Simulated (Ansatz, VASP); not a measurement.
**Two plane-wave programs on MgF2**

Contents of POSCAR:

```
MgF2
1.0
    4.6867963900      0.0000000000      0.0000000000
    0.0000000000      4.6867963900      0.0000000000
    0.0000000000      0.0000000000      3.0894819600
Mg F
2 4
Direct
    0.0000000000      0.0000000000      0.0000000000
    0.5000000000      0.5000000000      0.5000000000
    0.3029444600      0.3029444600      0.0000000000
    0.1970555400      0.8029444600      0.5000000000
    0.6970555400      0.6970555400      0.0000000000
    0.8029444600      0.1970555400      0.5000000000
```

The input INCAR.step1:

```
SYSTEM = MgF2
  ALGO = Normal
  EDIFF = 1E-5
  EDIFFG = -0.01
  ENCUT = 580
  GGA = PE
  GGA_COMPAT = .FALSE.
  IBRION = 2
  ISMEAR = -1
  KPAR = 4
  LASPH = .TRUE.
  LCHARG = .FALSE.
  LREAL = .FALSE.
  LWAVE = .TRUE.
  NELM = 120
  NELMIN = 4
  NSW = 100
  PREC = Accurate
  SIGMA = 0.02
```

File INCAR.step2:

```
SYSTEM = MgF2
  ALGO = Normal
  EDIFF = 1E-7
  EDIFFG = -0.01
  ENCUT = 580
  GGA_COMPAT = .FALSE.
  IBRION = 2
  ISIF = 2
  ISMEAR = -1
  ISTART = 1
  KPAR = 4
  LASPH = .TRUE.
  LCHARG = .FALSE.
  LMIXTAU = .TRUE.
  LREAL = .FALSE.
  LWAVE = .FALSE.
  METAGGA = R2SCAN
  NELM = 120
  NELMIN = 4
  NSW = 50
  PREC = Accurate
  SIGMA = 0.02
```

The input KPOINTS:

```
k-points
0
G
  6 6 10
  0 0 0
```

Input for Ansatz:

```yaml
crystal:
  lattice:
    - [4.68679639, 0.0, 0.0]
    - [0.0, 4.68679639, 0.0]
    - [0.0, 0.0, 3.08948196]
  atoms:
    - { symbol: Mg, position: [0.0, 0.0, 0.0] }
    - { symbol: Mg, position: [0.5, 0.5, 0.5] }
    - { symbol: F, position: [0.30294446, 0.30294446, 0.0] }
    - { symbol: F, position: [0.19705554, 0.80294446, 0.5] }
    - { symbol: F, position: [0.69705554, 0.69705554, 0.0] }
    - { symbol: F, position: [0.80294446, 0.19705554, 0.5] }
  symmetry: { tolerance: 0.0003 }
hamiltonian:
  xc: r2scan
  pseudopotentials: { kind: paw, azcp: { folder: soft_1 } }
basis:
  ecutwfc: 500
magnetization:
  spin_polarized: false
scf:
  occupations: { method: fermi_dirac, width: 0.02 }
kpoints:
  mp_grid: { grid: [6, 6, 10], shift: [0, 0, 0] }
  band_path:
    path:
      - [0.0, 0.0, 0.0]
      - [0.0, 0.5, 0.0]
      - [0.5, 0.5, 0.0]
      - [0.0, 0.0, 0.0]
      - [0.0, 0.0, 0.5]
      - [0.0, 0.5, 0.5]
      - [0.5, 0.5, 0.5]
      - [0.0, 0.0, 0.5]
      - [0.0, 0.5, 0.0]
      - [0.0, 0.5, 0.5]
      - [0.5, 0.5, 0.0]
    npoints: 7
output:
  forces: true
  stress: true
  eigenvalues: true
  write_potential: true
  elf: true
  volumetric_format: npy
  dos: { e_range: [-12, 8], de: 0.05 }
relax:
  max_steps: 30
```

Alike in both runs: task relaxation of the atoms; functional r2SCAN; k mesh 6 × 6 × 10; occupations fermi-dirac, width 0.02 eV; no spin polarisation.

|  | VASP | Ansatz |
| --- | --- | --- |
| version | VASP 6.6.1 | Ansatz 0.2.0 |
| potentials or method | VASP PAW PBE potentials, release 64 (Mg, F), cutoff 580 eV | PAW plane waves |
| valence electrons in the cell | 32 | 48 |

|  | VASP | Ansatz | Ansatz less VASP |
| --- | --- | --- | --- |
| gap on the k mesh at the Fermi level, each at its own relaxed structure (eV) | 7.74 | 7.79 | +0.050 |

VASP's potentials were made for PBE, not for r2SCAN. VASP's potentials hold 32 valence electrons a cell and Ansatz's 48, so a difference there can come from the potentials and not from the codes. Ansatz's warnings: stress scf threshold loose.
